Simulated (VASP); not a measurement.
**Sn: single point with PBE**

Sn:

```
Sn
1.0
     0.00000    3.23334    3.23334
     3.23334    0.00000    3.23334
     3.23334    3.23334    0.00000
Sn
2
Cartesian
  0.0000 0.0000 0.0000
  1.6167 1.6167 1.6167
```

```yaml
Program: VASP 6.6.1
Task: single point
Functional: PBE
Potentials_or_basis: VASP PAW PBE potentials, release 64 (Sn_d)
Cutoff: 520 eV
k_mesh: 9 × 9 × 9
Occupations: methfessel-paxton, width 0.25 eV
Spin: no spin polarisation
```

| Item | Value |
| --- | --- |
| Pressure | 3.7 GPa |
| Band gap on the k mesh | zero (band 14 reaches 5.84 eV, above the bottom of band 15 at 5.79 eV) |

Levels at points of the mesh, in eV from the Fermi level:
| k point | band 11 | band 12 | band 13 | band 14 | band 15 | band 16 | band 17 | band 18 |
| --- | --- | --- | --- | --- | --- | --- | --- | --- |
| (0.00, 0.00, 0.00) | -10.67 | -0.56 | 0.09 | 0.09 | 0.09 | 2.17 | 2.17 | 2.17 |

It took 29 s on 1 thread of Intel Xeon 6975P-C, with other jobs on the host, peak memory 0.21 GiB.

Caveat: spin-orbit coupling is left out, which moves the levels of the heavy elements.
